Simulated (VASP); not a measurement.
# Si in VASP: single point with PBEsol

Aim: the single point of Si with PBEsol.

All numbers are computed with VASP 6.6.1; they aren't measurements. Logs are shortened: lines on timing, memory, paths and dates and some standing lists are left out, and cuts for length are marked.

### 1 The cell of the first run

The cell holds a slab with vacuum, 12 atoms: a = 7.683 Å, b = 3.842 Å, c = 22.058 Å, α = 90.00°, β = 90.00°, γ = 120.00°.

### 2 Single point, PBEsol

Contents of INCAR:

```
SYSTEM = Si
  ALGO = Normal
  DIPOL = 0.5 0.5 0.498
  EDIFF = 1E-6
  ENCUT = 520
  GGA = PS
  IDIPOL = 3
  ISIF = 2
  ISMEAR = 0
  LASPH = .TRUE.
  LCHARG = .FALSE.
  LDIPOL = .TRUE.
  LREAL = .FALSE.
  LWAVE = .FALSE.
  NBANDS = 36
  NELM = 60
  PREC = Accurate
  SIGMA = 0.05
```

Contents of KPOINTS:

```
k-points
0
G
  5 9 1
  0 0 0
```

Contents of POSCAR:

```
Si
1.0
    7.6834336566      0.0000000000      0.0000000000
   -1.9208584142      3.3270243675      0.0000000000
    0.0000000000      0.0000000000     22.0576844742
Si
12
Direct
    0.6666666667      0.6666666667      0.3400175575
    0.1666666667      0.6666666667      0.3400175575
    0.5000000000      0.0000000000      0.3755692114
    0.0000000000      0.0000000000      0.3755692114
   -0.0321799094     -0.0196193966      0.4824859111
    0.4639258087     -0.0733347812      0.4831747912
    0.7982795863      0.3120311164      0.5153020188
    0.2967779500      0.2507975996      0.5224344560
    0.3910679865      0.5525262912      0.6295850983
    0.8421390321      0.4614514530      0.6203811032
    0.1966607690      0.8633088640      0.6224486098
    0.7140981774      0.8334750000      0.6687794473
```

Potentials or basis: VASP PAW PBE potentials, release 64 (Si).

On the command line:

```sh
$ cat potpaw_PBE.64/Si/POTCAR > POTCAR
$ mpirun -np 1 vasp_std > vasp.out
```

OUTCAR:

```text
SYSTEM = Si
   EDIFF = 1E-6
   ENCUT = 520
   GGA = PS
   ISIF = 2
   ISMEAR = 0
   LASPH = .TRUE.
   LREAL = .FALSE.
   NELM = 60
   PREC = Accurate

 ion  position               nearest neighbor table
   1  0.667  0.667  0.340-   4 2.35   3 2.35   3 2.35
   2  0.167  0.667  0.340-   3 2.35   4 2.35   4 2.35
   3  0.500  0.000  0.376-   2 2.35   1 2.35   1 2.35   6 2.39
   4  0.000  0.000  0.376-   1 2.35   2 2.35   2 2.35   5 2.37
   5  0.968  0.980  0.482-   7 2.34   7 2.35   4 2.37   8 2.37
   6  0.464  0.927  0.483-   7 2.34   8 2.36   3 2.39   8 2.41
   7  0.798  0.312  0.515-   5 2.34   6 2.34   5 2.35  10 2.37
   8  0.297  0.251  0.522-   6 2.36   5 2.37   6 2.41  11 2.56   9 2.57
   9  0.391  0.553  0.630-  11 2.30  12 2.32  11 2.34   8 2.57
  10  0.842  0.461  0.620-  12 2.36  12 2.36  11 2.37   7 2.37
  11  0.197  0.863  0.622-   9 2.30   9 2.34  10 2.37   8 2.56
  12  0.714  0.833  0.669-   9 2.32  10 2.36  10 2.36

  Warning from LATTYP: Monoclinic adjustment (A1->A3, A2->A1, A3->A2)!
  LATTYP: Found a simple orthorhombic cell.
 ALAT       =     3.8417168284
 B/A-ratio  =     1.7320508075
 C/A-ratio  =     5.7416216394

  Lattice vectors:

 A1 = (   1.9208584142,  -3.3270243675,   0.0000000000)
 A2 = (   5.7625752424,   3.3270243675,   0.0000000000)
 A3 = (   0.0000000000,   0.0000000000,  22.0576844742)

Analysis of symmetry for initial positions (statically):
=====================================================================
 Subroutine PRICEL returns:
 Original cell was already a primitive cell.

 Routine SETGRP: Setting up the symmetry group for a
 simple orthorhombic supercell.

 Subroutine GETGRP returns: Found  1 space group operations
 (whereof  1 operations were pure point group operations)
 out of a pool of  8 trial point group operations.

The static configuration has the point symmetry C_1 .

Analysis of symmetry for dynamics (positions and initial velocities):
=====================================================================
 Subroutine PRICEL returns:
 Original cell was already a primitive cell.

 Routine SETGRP: Setting up the symmetry group for a
 simple orthorhombic supercell.

 Subroutine GETGRP returns: Found  1 space group operations
 (whereof  1 operations were pure point group operations)
 out of a pool of  8 trial point group operations.

The dynamic configuration has the point symmetry C_1 .

[... 154 lines left out ...]
   EFERMI_NEDOS =   21; number of points for ismear=-14 and -15
   IALGO  =     38    algorithm
   IMIX   =      4    mixing-type and parameters
     AMIX     =   0.40;   BMIX     =  1.00
     AMIX_MAG =   1.60;   BMIX_MAG =  1.00
  volume/ion in A,a.u.               =      46.99       317.09
  Fermi-wavevector in a.u.,A,eV,Ry     =   0.720164  1.360913  7.056477  0.518636
  Thomas-Fermi vector in A             =   1.809546
   LORBIT       =      0    0 simple, 1 ext, 2 COOP (PROOUT), +10 PAW based schemes
   GGA     = PS    functional components
   LHFCALC =     F    Hartree Fock is set to
   AEXX    =    0.0000 exact exchange contribution
   IVDW    =     0    specifies the selected vdW correction
   LEPSILON=     F    determine dielectric tensor
   LRPA    =     F    only Hartree local field effects (RPA)
 non-spin polarized calculation
 Gauss-broadening in eV      SIGMA  =   0.05
  energy-cutoff  :      520.00
  volume of cell :      563.86
 maximum number of plane-waves:     15222
 NGX is ok and might be reduce to    60
   NGX = 29   NGY = 15   NGZ = 83

 dipolmoment           0.000000      0.000000      0.027965 electrons x Angstroem

 number of electron      48.0000001 magnetization

 dipolmoment           0.000000      0.000000     -0.000584 electrons x Angstroem

 Free energy of the ion-electron system (eV)
  ---------------------------------------------------
  ext. energy  EPLUGINS =         0.00000000
  ---------------------------------------------------
  free energy    TOTEN  =       -64.01027224 eV

  energy without entropy =      -64.00157008  energy(sigma->0) =      -64.00592116

 E-fermi :  -0.3129     XC(G=0):  -4.7060

 val. band max:       -0.3232669324   @ k =   0.2000   0.2222   0.0000
 cond. band min:      -0.3043421987   @ k =   0.0000   0.4444   0.0000
 fundamental gap:      0.0189247337
 Fermi energy:        -0.3129333636

 k-point     1 :       0.0000    0.0000    0.0000
  band No.  band energies     occupation
      1     -12.3070      2.00000
      2     -11.2534      2.00000
      3     -10.2405      2.00000
      4     -10.0596      2.00000
      5      -9.2600      2.00000
      6      -8.3442      2.00000
[... 886 lines left out ...]
     35       3.1547      0.00000
     36       3.6319      0.00000

------------------------ aborting loop because EDIFF is reached ----------------------------------------

 vacuum level on the upper side and lower side of the slab       (xc-potential included)        -0.086        -0.019

  FORCE on cell =-STRESS in cart. coord.  units (eV):
  Direction    XX          YY          ZZ          XY          YZ          ZX
  --------------------------------------------------------------------------------------
  -------------------------------------------------------------------------------------
  Total       -1.9702661     -2.9330797     -0.8798812     -0.0206935     -0.0009714     -0.0224643
  in kB       -5.5984039     -8.3341863     -2.5001346     -0.0587996     -0.0027600     -0.0638311
  external PRESSURE =      -5.4775749 kB  Pullay stress =       0.0000000 kB

 VOLUME and BASIS-vectors are now :
 -----------------------------------------------------------------------------
  energy-cutoff  :      520.00
  volume of cell :      563.86
      direct lattice vectors                 reciprocal lattice vectors
     7.683433657  0.000000000  0.000000000     0.130150144  0.075142221  0.000000000
    -1.920858414  3.327024367  0.000000000     0.000000000  0.300568884  0.000000000
     0.000000000  0.000000000 22.057684474     0.000000000  0.000000000  0.045335674

 POSITION                                       TOTAL-FORCE (eV/Angst)
 -----------------------------------------------------------------------------------
      3.84172      2.21802      7.50000         0.012279     -0.074584      0.524529
      0.00000      2.21802      7.50000         0.005148      0.078665      0.662545
      3.84172      0.00000      8.28419         0.021931     -0.024265     -0.475354
      0.00000      0.00000      8.28419        -0.036988      0.020647     -0.725038
      5.55301      3.26175     10.64252        -0.003889      0.003040      0.003291
      1.78455      3.08304     10.65772         0.001519     -0.007258      0.003475
      5.53416      1.03814     11.36637        -0.000955      0.003066     -0.001163
      1.79853      0.83441     11.52369         0.006759      0.002544      0.000699
      1.94342      1.83827     13.88719        -0.007278      0.001761     -0.008407
      5.58414      1.53526     13.68417        -0.000139     -0.001501     -0.009851
     -0.14726      2.87225     13.72978        -0.008957     -0.006447      0.009826
      3.88574      2.77299     14.75173         0.010572      0.004333      0.015448
 -----------------------------------------------------------------------------------
    total drift:                                0.000107      0.000086      0.000213

  FREE ENERGIE OF THE ION-ELECTRON SYSTEM (eV)
  ---------------------------------------------------
  free  energy   TOTEN  =       -64.0102722412 eV

  energy  without entropy=      -64.0015700849  energy(sigma->0) =      -64.00592116

 vacuum level on the upper side and lower side of the slab         4.517         4.530
```

stdout:

```text
POSCAR found type information on POSCAR Si
 POSCAR found :  1 types and      12 ions
 scaLAPACK will be used
 -----------------------------------------------------------------------------
|                                                                             |
|                                                                             |
[... 21 lines left out ...]
|     Results are often still useful ...                                      |
|                                                                             |
 -----------------------------------------------------------------------------

 POSCAR, INCAR and KPOINTS ok, starting setup
 FFT: planning ... GRIDC
 FFT: planning ... GRID_SOFT
 FFT: planning ... GRID
 WAVECAR not read
 entering main loop
```

Run time: 16 min. Hardware: 1 thread of Intel Xeon 6975P-C, shared host; peak memory 0.81 GiB.

What came out:

```
Free energy            : -64.0103 eV
Largest force          : 0.726 eV/Å
Band gap on the k mesh : zero (band 24 reaches -0.16 eV, above the bottom of band 25 at -0.33 eV)
```

Forces in eV/Å, atoms in the order of the input:
```
Si   0.012 -0.075  0.525
Si   0.005  0.079  0.663
Si   0.022 -0.024 -0.475
Si  -0.037  0.021 -0.725
Si  -0.004  0.003  0.003
Si   0.002 -0.007  0.003
Si  -0.001  0.003 -0.001
Si   0.007  0.003  0.001
Si  -0.007  0.002 -0.008
Si   0.000 -0.002 -0.010
Si  -0.009 -0.006  0.010
Si   0.011  0.004  0.015
```

Caveat: the PAW data sets were made with another functional, which shifts forces and pressure a little.
